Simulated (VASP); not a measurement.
## NiO2: single point with LDA

NiO2:

```xyz
3
Lattice="2.7628 0.0000 0.0000 -1.3814 2.3926 0.0000 0.0000 0.0000 4.2061" Properties=species:S:1:pos:R:3 pbc="T T T"
Ni    0.0000    0.0000    2.1031
O     1.3814    0.7975    3.0726
O     0.0000    1.5951    1.1335
```

This cell differs from its parent crystal: atoms shifted along a free coordinate, c/a of the conventional cell at fixed volume 1.5224.

```json
{"Program": "VASP 6.6.1", "Task": "single point", "Functional": "LDA", "Potentials or basis": "VASP PAW LDA potentials, release 64 (Ni_sv_GW, O)", "Cutoff": "700 eV", "k mesh": "12 × 12 × 6", "Occupations": "gaussian, width 0.05 eV", "Spin": "no spin polarisation", "Dipole correction": "no", "Further INCAR settings": "ALGO = Normal; EDIFF = 1e-06; NBANDS = 22"}
```

```yaml
Pressure: -6.7 GPa
Largest_force: 0.860 eV/Å
Band_gap_on_the_k_mesh: 0.67 eV (least direct gap 0.84 eV)
```

Forces in eV/Å, atoms in the order of the input:
```
Ni   0.000  0.000  0.000
O    0.000  0.000 -0.860
O    0.000  0.000  0.860
```

Stress tensor (GPa, compression positive):
```
-5.10  0.00  0.00
 0.00 -5.10  0.00
 0.00  0.00 -9.78
```

Levels at points of the mesh, in eV from the valence-band top:
```csv
k point,band 11,band 12,band 13,band 14,band 15,band 16,band 17,band 18,band 19,band 20
"(0.00, 0.00, 0.00)",-2.32,-1.21,-1.21,-0.70,-0.51,1.95,1.95,7.88,10.83,16.67
"(0.50, 0.00, 0.00)",-3.02,-2.86,-1.84,-1.84,-1.10,1.40,2.02,12.34,13.15,14.73
"(0.00, 0.00, 0.50)",-2.33,-2.33,-1.34,-1.34,-0.16,2.09,2.09,9.98,10.31,16.08
"(0.50, 0.00, 0.50)",-2.75,-1.92,-1.85,-1.56,-1.25,1.47,1.78,11.36,12.94,15.23
```

It took 94 s on 1 thread of Intel(R) Xeon(R) Platinum 8259CL CPU @ 2.50GHz (Skylake/Cascade Lake), on a shared host, peak memory 0.23 GiB.

Caveat: the cell stands under tension; the run has no spin polarisation, though such a crystal can be magnetic. A k mesh can miss the band edges.
